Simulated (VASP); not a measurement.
Input of a VASP 6.6.1 run:

Contents of POSCAR:

```
Mg2C
1.0
    0.0000000000      2.6973878951      2.6973878951
    2.6973878951      0.0000000000      2.6973878951
    2.6973878951      2.6973878951      0.0000000000
C Mg
1 2
Direct
    0.0000000000      0.0000000000      0.0000000000
    0.2500000000      0.2500000000      0.2500000000
    0.7500000000      0.7500000000      0.7500000000
```

The input INCAR.step1:

```
PREC = Accurate
ENCUT = 520
EDIFF = 1E-5
ISMEAR = 0
SIGMA = 0.01
LREAL = F
LASPH = T
NELM = 60
ALGO = Normal
ISIF = 2
LWAVE = T
LCHARG = F
NBANDS = 11
GGA = PE
```

File INCAR.step2:

```
PREC = Accurate
ENCUT = 520
EDIFF = 1E-6
ISMEAR = 0
SIGMA = 0.01
LREAL = F
LASPH = T
NELM = 60
ALGO = Normal
ISIF = 2
LWAVE = F
LCHARG = F
GGA = PE
LHFCALC = T
HFSCREEN = 0.2079
PRECFOCK = Normal
NBANDS = 11
ISTART = 1
```

The input KPOINTS:

```
regular mesh
0
Gamma
  6 6 6
```

Potentials or basis: VASP PAW PBE potentials, release 64 (C, Mg).

Launch:

```sh
$ cat potpaw_PBE.64/C/POTCAR potpaw_PBE.64/Mg/POTCAR > POTCAR
$ cp INCAR.step1 INCAR
$ mpirun -np 1 vasp_std > vasp.out
$ cp INCAR.step2 INCAR
$ mpirun -np 1 vasp_std > vasp.out
```

(1) Predict the band gap on the k mesh.

(2) What does it give for the pressure?

Results:

(1) 1.40 eV (least direct gap 2.41 eV).

(2) 0.9 GPa.

Caveat: the cell differs from its parent crystal (strain -0.5%); the structure was generated, so it needn't be the stable form of Mg2C; the PAW data sets were made with another functional, which shifts forces and pressure a little.
